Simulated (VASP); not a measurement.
# K2Ta (Fd-3m) in VASP: single point with PBE

Aim: the single point of K2Ta with PBE.

Program: VASP 6.6.1. These are calculated values, not measurements. Logs are shortened: lines on timing, memory, paths and dates and some standing lists are left out, and cuts for length are marked.

**1. The cell of the first run**

It takes space group Fd-3m (No. 227, cubic). Conventional cell: a = 9.093 Å, b = 9.093 Å, c = 9.093 Å, α = 90.00°, β = 90.00°, γ = 90.00°. K (site symmetry -3m) has 6 K at 3.21 Å and 6 Ta at 3.77 Å within 4.2 Å. Within 5.0 Å of Ta (site symmetry -43m) lie 12 K at 3.77 Å and 4 Ta at 3.94 Å.

**2. Single point, PBE**

INCAR reads:

```
SYSTEM = K2Ta
PREC = Accurate
ENCUT = 520
EDIFF = 1E-7
ISMEAR = 0
SIGMA = 0.1
LREAL = .False.
LASPH = .True.
NELM = 100
ALGO = Fast
ISIF = 2
LWAVE = .False.
LCHARG = .True.
GGA = PE
LELF = .True.
LVHAR = .True.
NBANDS = 38
```

KPOINTS reads:

```
regular mesh
0
Gamma
  8 8 8
  0 0 0
```

POSCAR reads:

```
K2Ta
1.0
    0.0000000000      4.5463894632      4.5463894632
    4.5463894632      0.0000000000      4.5463894632
    4.5463894632      4.5463894632      0.0000000000
K Ta
4 2
Direct
    0.6250000000      0.6250000000      0.6250000000
    0.1250000000      0.6250000000      0.6250000000
    0.6250000000      0.6250000000      0.1250000000
    0.6250000000      0.1250000000      0.6250000000
    0.0000000000      0.0000000000      0.0000000000
    0.2500000000      0.2500000000      0.2500000000
```

Potentials or basis: VASP PAW PBE potentials, release 64 (K_sv, Ta_pv).

Run with:

```sh
> cat potpaw_PBE.64/K_sv/POTCAR potpaw_PBE.64/Ta_pv/POTCAR > POTCAR
> mpirun -np 1 vasp_std > vasp.out
```

OUTCAR:

```text
SYSTEM = K2Ta
   PREC = Accurate
   ENCUT = 520
   EDIFF = 1E-7
   ISMEAR = 0
   LREAL = .False.
   LASPH = .True.
   NELM = 100
   ISIF = 2
   GGA = PE

 ion  position               nearest neighbor table
   1  0.625  0.625  0.625-   2 3.21   3 3.21   4 3.21   3 3.21   4 3.21   2 3.21
   2  0.125  0.625  0.625-   1 3.21   3 3.21   4 3.21   1 3.21   3 3.21   4 3.21
   3  0.625  0.625  0.125-   1 3.21   1 3.21   2 3.21   4 3.21   4 3.21   2 3.21
   4  0.625  0.125  0.625-   1 3.21   3 3.21   1 3.21   2 3.21   3 3.21   2 3.21
   5  0.000  0.000  0.000-
   6  0.250  0.250  0.250-

  LATTYP: Found a face centered cubic cell.
 ALAT       =     9.0927789264

  Lattice vectors:

 A1 = (   0.0000000000,   4.5463894632,   4.5463894632)
 A2 = (   4.5463894632,   0.0000000000,   4.5463894632)
 A3 = (   4.5463894632,   4.5463894632,   0.0000000000)

Analysis of symmetry for initial positions (statically):
=====================================================================
 Subroutine PRICEL returns:
 Original cell was already a primitive cell.

 Routine SETGRP: Setting up the symmetry group for a
 face centered cubic supercell.

 Subroutine GETGRP returns: Found 48 space group operations
 (whereof 24 operations were pure point group operations)
 out of a pool of 48 trial point group operations.

The static configuration has the point symmetry T_d .
 The point group associated with its full space group is O_h .

Analysis of symmetry for dynamics (positions and initial velocities):
=====================================================================
 Subroutine PRICEL returns:
 Original cell was already a primitive cell.

 Routine SETGRP: Setting up the symmetry group for a
 face centered cubic supercell.

 Subroutine GETGRP returns: Found 48 space group operations
 (whereof 24 operations were pure point group operations)
 out of a pool of 48 trial point group operations.

The dynamic configuration has the point symmetry T_d .
 The point group associated with its full space group is O_h .

 Subroutine INISYM returns: Found 48 space group operations
 (whereof 24 operations are pure point group operations),
 and found     1 'primitive' translations

----------------------------------------------------------------------------------------

                                     Primitive cell

  volume of cell :     187.9446

  direct lattice vectors                    reciprocal lattice vectors
     0.000000000  4.546389463  4.546389463    -0.109977380  0.109977380  0.109977380
     4.546389463  0.000000000  4.546389463     0.109977380 -0.109977380  0.109977380
     4.546389463  4.546389463  0.000000000     0.109977380  0.109977380 -0.109977380

  length of vectors
     6.429565639  6.429565639  6.429565639     0.190486409  0.190486409  0.190486409

  position of ions in fractional coordinates (direct lattice)
     0.625000000  0.625000000  0.625000000
     0.125000000  0.625000000  0.625000000
     0.625000000  0.625000000  0.125000000
     0.625000000  0.125000000  0.625000000
     0.000000000  0.000000000  0.000000000
     0.250000000  0.250000000  0.250000000

  ion indices of the primitive-cell ions
   primitive index   ion index
                 1           1
                 2           2
                 3           3
                 4           4
                 5           5
                 6           6

----------------------------------------------------------------------------------------

 KPOINTS: regular mesh

Automatic generation of k-mesh.
 Grid dimensions read from file:
 generate k-points for:    8    8    8

 Generating k-lattice:

  Cartesian coordinates                     Fractional coordinates (reciprocal lattice)
    -0.013747172  0.013747172  0.013747172     0.125000000  0.000000000  0.000000000
     0.013747172 -0.013747172  0.013747172     0.000000000  0.125000000  0.000000000
     0.013747172  0.013747172 -0.013747172     0.000000000  0.000000000  0.125000000

  Length of vectors
     0.023810801  0.023810801  0.023810801

  Shift w.r.t. Gamma in fractional coordinates (k-lattice)
     0.000000000  0.000000000  0.000000000

 Subroutine IBZKPT returns following result:
 ===========================================

 Found     29 irreducible k-points:

 Following reciprocal coordinates:
            Coordinates               Weight
  0.000000  0.000000  0.000000      1.000000
  0.125000  0.000000  0.000000      8.000000
  0.250000  0.000000  0.000000      8.000000
  0.375000  0.000000  0.000000      8.000000
  0.500000  0.000000  0.000000      4.000000
  0.125000  0.125000  0.000000      6.000000
[... 16 lines left out ...]
  0.500000  0.250000  0.125000     48.000000
 -0.375000  0.250000  0.125000     24.000000
 [... further k-points ...]
   k-points           NKPTS =     29   k-points in BZ     NKDIM =     29   number of bands    NBANDS=     38
   number of dos      NEDOS =    301   number of ions     NIONS =      6
   total plane-waves  NPLWV = 110592
   dimension x,y,z NGX =    48 NGY =   48 NGZ =   48
   dimension x,y,z NGXF=    96 NGYF=   96 NGZF=   96
   ions per type =               4   2
   NGX,Y,Z   is equivalent  to a cutoff of  12.41, 12.41, 12.41 a.u.
   NGXF,Y,Z  is equivalent  to a cutoff of  24.82, 24.82, 24.82 a.u.
 SYSTEM =  K2Ta
   PREC   = accura    normal or accurate (medium, high low for compatibility)
   ISTART =      0    job   : 0-new  1-cont  2-samecut
   ICHARG =      2    charge: 1-file 2-atom 10-const
   ISPIN  =      1    spin polarized calculation?
   LNONCOLLINEAR =      F non collinear calculations
   LSORBIT =      F    spin-orbit coupling
   LASPH  =      T    aspherical Exc in radial PAW
   ENCUT  =  520.0 eV  38.22 Ry    6.18 a.u.  11.95 11.95 11.95*2*pi/ulx,y,z
   NELM   =    100;   NELMIN=  2; NELMDL= -5     # of ELM steps
   EDIFF  = 0.1E-06   stopping-criterion for ELM
   LREAL  =      F    real-space projection
   EDIFFG = 0.1E-05   stopping-criterion for IOM
   NSW    =      0    number of steps for IOM
   IBRION =     -1    ionic relax: 0-MD 1-quasi-New 2-CG
   NFREE  =      0    steps in history (QN), initial steepest desc. (CG)
   ISIF   =      2    stress and relaxation
   ISYM   =      2    0-nonsym 1-usesym 2-fastsym
   POTIM  = 0.5000    time-step for ionic-motion
   TEBEG  =    0.0;   TEEND  =   0.0 temperature during run
   PSTRESS=    0.0 pullay stress
   NELECT =      58.0000    total number of electrons
   NUPDOWN=      -1.0000    fix difference up-down
   EMIN   =  10.00;   EMAX   =-10.00  energy-range for DOS
   EFERMI =   0.00;   METHOD = LEGACY
   ISMEAR =     0;   SIGMA  =   0.10  broadening in eV -4-tet -1-fermi 0-gaus
   EFERMI_NEDOS =   21; number of points for ismear=-14 and -15
   IALGO  =     68    algorithm
   IMIX   =      4    mixing-type and parameters
     AMIX     =   0.40;   BMIX     =  1.00
     AMIX_MAG =   1.60;   BMIX_MAG =  1.00
  volume/ion in A,a.u.               =      31.32       211.39
  Fermi-wavevector in a.u.,A,eV,Ry     =   1.106303  2.090610 16.652264  1.223907
  Thomas-Fermi vector in A             =   2.242802
   LORBIT       =      0    0 simple, 1 ext, 2 COOP (PROOUT), +10 PAW based schemes
   GGA     = PE    functional components
   LHFCALC =     F    Hartree Fock is set to
   AEXX    =    0.0000 exact exchange contribution
   IVDW    =     0    specifies the selected vdW correction
   LEPSILON=     F    determine dielectric tensor
   LRPA    =     F    only Hartree local field effects (RPA)
 non-spin polarized calculation
 RMM-DIIS sequential band-by-band and
 Gauss-broadening in eV      SIGMA  =   0.10
  energy-cutoff  :      520.00
  volume of cell :      187.94
 maximum number of plane-waves:      5092
   NGX = 23   NGY = 23   NGZ = 23

 number of electron      58.0000006 magnetization

 Free energy of the ion-electron system (eV)
  ---------------------------------------------------
  ext. energy  EPLUGINS =         0.00000000
  ---------------------------------------------------
  free energy    TOTEN  =       -15.65918873 eV

  energy without entropy =      -15.63777616  energy(sigma->0) =      -15.64848245

 E-fermi :   2.2355     XC(G=0):  -8.8175

 val. band max:        2.2123017735   @ k =   0.5000   0.3750   0.0000
 cond. band min:       2.2538628129   @ k =  -0.3750   0.5000   0.1250
 fundamental gap:      0.0415610395
 Fermi energy:         2.2355358876

 k-point     1 :       0.0000    0.0000    0.0000
  band No.  band energies     occupation
      1     -32.8977      2.00000
      2     -32.8977      2.00000
      3     -32.8977      2.00000
      4     -32.8852      2.00000
      5     -32.8852      2.00000
      6     -32.8852      2.00000
[... 30 lines left out ...]
     37       3.2428      0.00000
     38       3.2428      0.00000

 k-point     2 :       0.1250    0.0000    0.0000
  band No.  band energies     occupation
      1     -32.8978      2.00000
      2     -32.8978      2.00000
      3     -32.8975      2.00000
      4     -32.8853      2.00000
      5     -32.8850      2.00000
      6     -32.8850      2.00000
[... 30 lines left out ...]
     37       3.2834      0.00000
     38       4.0050      0.00000

 k-point     3 :       0.2500    0.0000    0.0000
  band No.  band energies     occupation
      1     -32.8982      2.00000
      2     -32.8981      2.00000
      3     -32.8972      2.00000
      4     -32.8858      2.00000
      5     -32.8847      2.00000
      6     -32.8847      2.00000
[... 30 lines left out ...]
     37       3.4583      0.00000
[... 781 lines left out ...]
 k-point    23 :       0.5000    0.2500    0.1250
  band No.  band energies     occupation
      1     -32.8994      2.00000
      2     -32.8989      2.00000
      3     -32.8950      2.00000
      4     -32.8879      2.00000
      5     -32.8840      2.00000
      6     -32.8835      2.00000
[... 30 lines left out ...]
     37       3.9621      0.00000
     38       4.7780      0.00000

 k-point    24 :      -0.3750    0.2500    0.1250
  band No.  band energies     occupation
      1     -32.8996      2.00000
      2     -32.8990      2.00000
      3     -32.8946      2.00000
      4     -32.8883      2.00000
      5     -32.8838      2.00000
      6     -32.8834      2.00000
[... 30 lines left out ...]
     37       4.1674      0.00000
     38       4.6184      0.00000

 [... further k-points ...]

------------------------ aborting loop because EDIFF is reached ----------------------------------------

  FORCE on cell =-STRESS in cart. coord.  units (eV):
  Direction    XX          YY          ZZ          XY          YZ          ZX
  --------------------------------------------------------------------------------------
  -------------------------------------------------------------------------------------
  Total        0.0768963      0.0768963      0.0768963      0.0000000      0.0000000     -0.0000000
  in kB        0.6555201      0.6555201      0.6555201      0.0000000      0.0000000     -0.0000000
  external PRESSURE =       0.6555201 kB  Pullay stress =       0.0000000 kB

 VOLUME and BASIS-vectors are now :
 -----------------------------------------------------------------------------
  energy-cutoff  :      520.00
  volume of cell :      187.94
      direct lattice vectors                 reciprocal lattice vectors
     0.000000000  4.546389463  4.546389463    -0.109977380  0.109977380  0.109977380
     4.546389463  0.000000000  4.546389463     0.109977380 -0.109977380  0.109977380
     4.546389463  4.546389463  0.000000000     0.109977380  0.109977380 -0.109977380

 POSITION                                       TOTAL-FORCE (eV/Angst)
 -----------------------------------------------------------------------------------
      5.68299      5.68299      5.68299        -0.000000      0.000000      0.000000
      5.68299      3.40979      3.40979        -0.000000      0.000000      0.000000
      3.40979      3.40979      5.68299        -0.000000     -0.000000      0.000000
      3.40979      5.68299      3.40979        -0.000000      0.000000      0.000000
      0.00000      0.00000      0.00000        -0.000000     -0.000000     -0.000000
      2.27319      2.27319      2.27319         0.000000      0.000000      0.000000
 -----------------------------------------------------------------------------------
    total drift:                                0.000000      0.000000     -0.000000

  FREE ENERGIE OF THE ION-ELECTRON SYSTEM (eV)
  ---------------------------------------------------
  free  energy   TOTEN  =       -15.6591887287 eV

  energy  without entropy=      -15.6377761641  energy(sigma->0) =      -15.64848245
```

Wall time 12 min (1 thread of Oxide Virtual Turin-like, shared host); peak memory 0.38 GiB.

What came out:

```
Free energy            : -15.6592 eV
Pressure               : 0.1 GPa
Band gap on the k mesh : zero (bands 29 and 30 overlap by 0.39 eV)
```

Caveat: spin-orbit coupling is left out, which moves the levels of the heavy elements.
